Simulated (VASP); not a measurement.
A run of VASP 6.6.1:

Contents of INCAR:

```
PREC = Accurate
ENCUT = 520
EDIFF = 1E-7
ISMEAR = 0
SIGMA = 0.01
LREAL = False
LASPH = True
NELM = 60
ALGO = Normal
ISIF = 2
LWAVE = False
LCHARG = False
GGA = CA
NBANDS = 18
```

KPOINTS

```
regular mesh
0
Gamma
  6 6 6
```

File POSCAR:

```
HfO2
1.0
    0.0000000000      2.4918939363      2.4918939363
    2.4918939363      0.0000000000      2.4918939363
    2.4918939363      2.4918939363      0.0000000000
Hf O
1 2
Direct
    0.0000000000      0.0000000000      0.0000000000
    0.2500000000      0.2500000000      0.2500000000
    0.7500000000      0.7500000000      0.7500000000
```

Potentials or basis: VASP PAW LDA potentials, release 64 (Hf_pv, O).

Run with:

```console
$ cat potpaw_LDA.64/Hf_pv/POTCAR potpaw_LDA.64/O/POTCAR > POTCAR
$ mpirun -np 1 vasp_std > vasp.out
```

Hardware: 1 thread of Intel Xeon 6975P-C, with other jobs on the host.

Estimate the wall time of this run.

It took 5 s on 1 thread of Intel Xeon 6975P-C, with other jobs on the host, peak memory 0.14 GiB. Counts: scf iterations 14, k points 16.
